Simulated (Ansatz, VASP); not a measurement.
**NaH in VASP and in Ansatz**

```xyz
2
Lattice="2.8812 0.0000 0.0000 0.0000 2.8812 0.0000 0.0000 0.0000 2.9551" Properties=species:S:1:pos:R:3 pbc="T T T"
Na    0.0000    0.0000    0.0000
H     1.4406    1.4406    1.4776
```

Change from the starting cell: strain -0.025 along x and y, +0.000 along z, atoms carried along.

Alike in both runs: task single point; functional PBE; k mesh 10 × 10 × 10; occupations gaussian, width 0.05 eV; no spin polarisation.

```csv
,VASP,Ansatz
version,VASP 6.6.1,Ansatz 0.2.0
potentials or method,"VASP PAW PBE potentials, release 64 (Na_pv, H), cutoff 520 eV","scalar-relativistic, plane waves, PAW"
valence electrons in the cell,8,10
```

Ansatz gave:

| Property | Result |
| --- | --- |
| gap on the k mesh at the Fermi level (eV) | 0.87 |
| least direct gap on the mesh (eV) | 4.53 |
| pressure (GPa) | 1.6 |
| traceless stress, the component that is largest in VASP (GPa) | -2.04 |

What did VASP give for the same quantities?

gap on the k mesh at the Fermi level (eV): 0.87; least direct gap on the mesh (eV): 4.53; pressure (GPa): 1.5; traceless stress, the component that is largest in VASP (GPa): -2.05.

With one functional, cell and mesh, what is left measures potentials, basis and numerics. VASP's potentials hold 8 valence electrons a cell and Ansatz's 10, so a difference there can come from the potentials and not from the codes.
